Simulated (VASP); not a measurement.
# TePtSe3 (R-3m) in VASP: further runs, part 2 of 2

VASP 6.6.1.

## Step 3: Single point, PBE, collinear spin

This run uses another cell than the first one, of 24.51 Å³/atom.

The input, INCAR:

```
  ALGO = Normal
  EDIFF = 1E-6
  ENCUT = 520
  GGA = PE
  ISIF = 2
  ISMEAR = 0
  ISPIN = 2
  LASPH = True
  LCHARG = True
  LELF = True
  LMAXMIX = 4
  LORBIT = 11
  LREAL = False
  LVHAR = True
  LWAVE = False
  MAGMOM = 0 1 0 0 0
  NBANDS = 29
  NELM = 150
  PREC = Accurate
  SIGMA = 0.1
```

The input, KPOINTS:

```
k-points
0
Gamma
  3 3 3
```

The input, POSCAR:

```
TePtSe3
1.0
    3.0176091478      1.7422174538      3.8848586768
   -3.0176091478      1.7422174538      3.8848586768
    0.0000000000     -3.4844349076      3.8848586768
Te Pt Se
1 1 3
Direct
    0.5000000000      0.5000000000      0.5000000000
    0.0000000000      0.0000000000      0.0000000000
    0.0000000000      0.0000000000      0.5000000000
    0.5000000000      0.0000000000      0.0000000000
    0.0000000000      0.5000000000      0.0000000000
```

Potentials or basis: VASP PAW PBE potentials, release 64 (Te, Pt, Se).

Started as:

```
> cat potpaw_PBE.64/Te/POTCAR potpaw_PBE.64/Pt/POTCAR potpaw_PBE.64/Se/POTCAR > POTCAR
> mpirun -np 1 vasp_std > vasp.out
```

OUTCAR:

```text
EDIFF = 1E-6
   ENCUT = 520
   GGA = PE
   ISIF = 2
   ISMEAR = 0
   ISPIN = 2
   LASPH = True
   LORBIT = 11
   LREAL = False
   NELM = 150
   PREC = Accurate

 ion  position               nearest neighbor table
   1  0.500  0.500  0.500-   3 3.02   3 3.02   4 3.02   4 3.02   5 3.02   5 3.02
   2  0.000  0.000  0.000-   4 2.61   5 2.61   5 2.61   4 2.61   3 2.61   3 2.61
   3  0.000  0.000  0.500-   2 2.61   2 2.61   1 3.02   1 3.02
   4  0.500  0.000  0.000-   2 2.61   2 2.61   1 3.02   1 3.02
   5  0.000  0.500  0.000-   2 2.61   2 2.61   1 3.02   1 3.02

  LATTYP: Found a trigonal (rhomboedric) cell.
 ALAT       =     5.2185643202
 COS(alpha) =     0.3312652527

  Lattice vectors:

 A1 = (   3.0176091478,   1.7422174538,   3.8848586768)
 A2 = (  -3.0176091478,   1.7422174538,   3.8848586768)
 A3 = (   0.0000000000,  -3.4844349076,   3.8848586768)

Analysis of symmetry for initial positions (statically):
=====================================================================
 Subroutine PRICEL returns:
 Original cell was already a primitive cell.

 Routine SETGRP: Setting up the symmetry group for a
 trigonal (rhombohedral) supercell.

 Subroutine GETGRP returns: Found 12 space group operations
 (whereof 12 operations were pure point group operations)
 out of a pool of 12 trial point group operations.

The static configuration has the point symmetry D_3d.

Analysis of symmetry for dynamics (positions and initial velocities):
=====================================================================
 Subroutine PRICEL returns:
 Original cell was already a primitive cell.

 Routine SETGRP: Setting up the symmetry group for a
 trigonal (rhombohedral) supercell.

 Subroutine GETGRP returns: Found 12 space group operations
 (whereof 12 operations were pure point group operations)
 out of a pool of 12 trial point group operations.

The dynamic configuration has the point symmetry D_3d.

Analysis of structural, dynamic, and magnetic symmetry:
=====================================================================
 Subroutine PRICEL returns:
 Original cell was already a primitive cell.

 Routine SETGRP: Setting up the symmetry group for a
 trigonal (rhombohedral) supercell.

 Subroutine GETGRP returns: Found 12 space group operations
 (whereof 12 operations were pure point group operations)
 out of a pool of 12 trial point group operations.

The overall configuration has the point symmetry D_3d.

 Subroutine INISYM returns: Found 12 space group operations
 (whereof 12 operations are pure point group operations),
 and found     1 'primitive' translations

----------------------------------------------------------------------------------------

                                     Primitive cell

  volume of cell :     122.5439

  direct lattice vectors                    reciprocal lattice vectors
     3.017609148  1.742217454  3.884858677     0.165694089  0.095663527  0.085803207
    -3.017609148  1.742217454  3.884858677    -0.165694089  0.095663527  0.085803207
     0.000000000 -3.484434908  3.884858677     0.000000000 -0.191327054  0.085803207

  length of vectors
     5.218564320  5.218564320  5.218564320     0.209686032  0.209686032  0.209686032

  position of ions in fractional coordinates (direct lattice)
     0.500000000  0.500000000  0.500000000
[... 68 lines left out ...]
   NSW    =      0    number of steps for IOM
   IBRION =     -1    ionic relax: 0-MD 1-quasi-New 2-CG
   NFREE  =      0    steps in history (QN), initial steepest desc. (CG)
   ISIF   =      2    stress and relaxation
   ISYM   =      2    0-nonsym 1-usesym 2-fastsym
   POTIM  = 0.5000    time-step for ionic-motion
   TEBEG  =    0.0;   TEEND  =   0.0 temperature during run
   PSTRESS=    0.0 pullay stress
   NELECT =      34.0000    total number of electrons
   NUPDOWN=      -1.0000    fix difference up-down
   EMIN   =  10.00;   EMAX   =-10.00  energy-range for DOS
   EFERMI =   0.00;   METHOD = LEGACY
   ISMEAR =     0;   SIGMA  =   0.10  broadening in eV -4-tet -1-fermi 0-gaus
   EFERMI_NEDOS =   21; number of points for ismear=-14 and -15
   IALGO  =     38    algorithm
   IMIX   =      4    mixing-type and parameters
     AMIX     =   0.40;   BMIX     =  1.00
     AMIX_MAG =   1.60;   BMIX_MAG =  1.00
  volume/ion in A,a.u.               =      24.51       165.39
  Fermi-wavevector in a.u.,A,eV,Ry     =   1.067752  2.017759 15.511935  1.140095
  Thomas-Fermi vector in A             =   2.203379
   LORBIT       =     11    0 simple, 1 ext, 2 COOP (PROOUT), +10 PAW based schemes
   GGA     = PE    functional components
   LHFCALC =     F    Hartree Fock is set to
   AEXX    =    0.0000 exact exchange contribution
   IVDW    =     0    specifies the selected vdW correction
   LEPSILON=     F    determine dielectric tensor
   LRPA    =     F    only Hartree local field effects (RPA)
 spin polarized calculation
 Gauss-broadening in eV      SIGMA  =   0.10
  energy-cutoff  :      520.00
  volume of cell :      122.54
 maximum number of plane-waves:      3317
   NGX = 19   NGY = 19   NGZ = 19

 number of electron      33.9999996 magnetization       0.0059324

 Free energy of the ion-electron system (eV)
  ---------------------------------------------------
  ext. energy  EPLUGINS =         0.00000000
  ---------------------------------------------------
  free energy    TOTEN  =       -18.30553039 eV

  energy without entropy =      -18.27322030  energy(sigma->0) =      -18.28937534

 E-fermi :   5.1633     XC(G=0):  -9.8418

 val. band max:        5.1506764170   @ k =  -0.3333   0.3333   0.0000
 cond. band min:       5.1976048572   @ k =   0.3333   0.3333   0.3333
 fundamental gap:      0.0469284402
 Fermi energy:         5.1632751005

 spin component 1

 k-point     1 :       0.0000    0.0000    0.0000
  band No.  band energies     occupation
      1     -10.2060      1.00000
      2      -7.5896      1.00000
      3      -7.5896      1.00000
      4      -4.9883      1.00000
      5      -1.2127      1.00000
      6      -0.9126      1.00000
[... 181 lines left out ...]
     28      14.0280      0.00000
     29      14.6573      0.00000
 Fermi energy:         5.1632751005

 spin component 2

 k-point     1 :       0.0000    0.0000    0.0000
  band No.  band energies     occupation
      1     -10.2050      1.00000
      2      -7.5883      1.00000
      3      -7.5883      1.00000
      4      -4.9879      1.00000
      5      -1.2119      1.00000
      6      -0.9121      1.00000
[... 181 lines left out ...]
     28      14.0287      0.00000
     29      14.6578      0.00000

------------------------ aborting loop because EDIFF is reached ----------------------------------------

  FORCE on cell =-STRESS in cart. coord.  units (eV):
  Direction    XX          YY          ZZ          XY          YZ          ZX
  --------------------------------------------------------------------------------------
  -------------------------------------------------------------------------------------
  Total        0.0999635      0.0999635      0.0688486      0.0000000      0.0000000     -0.0000000
  in kB        1.3069534      1.3069534      0.9001480      0.0000000      0.0000000     -0.0000000
  external PRESSURE =       1.1713516 kB  Pullay stress =       0.0000000 kB

 VOLUME and BASIS-vectors are now :
 -----------------------------------------------------------------------------
  energy-cutoff  :      520.00
  volume of cell :      122.54
      direct lattice vectors                 reciprocal lattice vectors
     3.017609148  1.742217454  3.884858677     0.165694089  0.095663527  0.085803207
    -3.017609148  1.742217454  3.884858677    -0.165694089  0.095663527  0.085803207
     0.000000000 -3.484434908  3.884858677     0.000000000 -0.191327054  0.085803207

 POSITION                                       TOTAL-FORCE (eV/Angst)
 -----------------------------------------------------------------------------------
      0.00000      0.00000      5.82729        -0.000000     -0.000000      0.000000
      0.00000      0.00000      0.00000        -0.000000      0.000000      0.000000
      0.00000     -1.74222      1.94243         0.000000      0.000000     -0.000000
      1.50880      0.87111      1.94243        -0.000000      0.000000     -0.000000
     -1.50880      0.87111      1.94243         0.000000      0.000000      0.000000
 -----------------------------------------------------------------------------------
    total drift:                               -0.000000      0.000000      0.000000

  FREE ENERGIE OF THE ION-ELECTRON SYSTEM (eV)
  ---------------------------------------------------
  free  energy   TOTEN  =       -18.3055303897 eV

  energy  without entropy=      -18.2732202974  energy(sigma->0) =      -18.28937534

 total charge

# of ion       s       p       d       tot
------------------------------------------
    1        1.436   1.748   0.042   3.226
    2        0.653   0.395   8.163   9.211
    3        1.517   2.103   0.065   3.685
    4        1.517   2.103   0.065   3.685
    5        1.517   2.103   0.065   3.685
--------------------------------------------------
tot          6.639   8.452   8.401  23.492

 magnetization (x)

# of ion       s       p       d       tot
------------------------------------------
    1        0.000   0.000   0.000   0.000
    2        0.000   0.000   0.001   0.001
    3        0.000   0.001   0.000   0.001
    4        0.000   0.001   0.000   0.001
    5        0.000   0.001   0.000   0.001
--------------------------------------------------
tot          0.000   0.003   0.001   0.004
```

Run time: 43 s. Hardware: 1 thread of Intel Xeon 6975P-C (Granite Rapids), shared host; peak memory 0.29 GiB.

Results:

| Item | Value |
| --- | --- |
| Free energy | -18.3055 eV |
| Pressure | 0.1 GPa |
| Band gap on the k mesh | zero (filled and empty bands overlap) |
| Net moment | 0.01 μB per cell |
| Valence electrons inside the program's atomic spheres | Te 3.23; Pt 9.21; Se 3.69 |

Caveat: the k points lie up to 0.44 Å⁻¹ apart, too coarse for converged energies and pressures of a metal; spin-orbit coupling is left out, which moves the levels of the heavy elements.
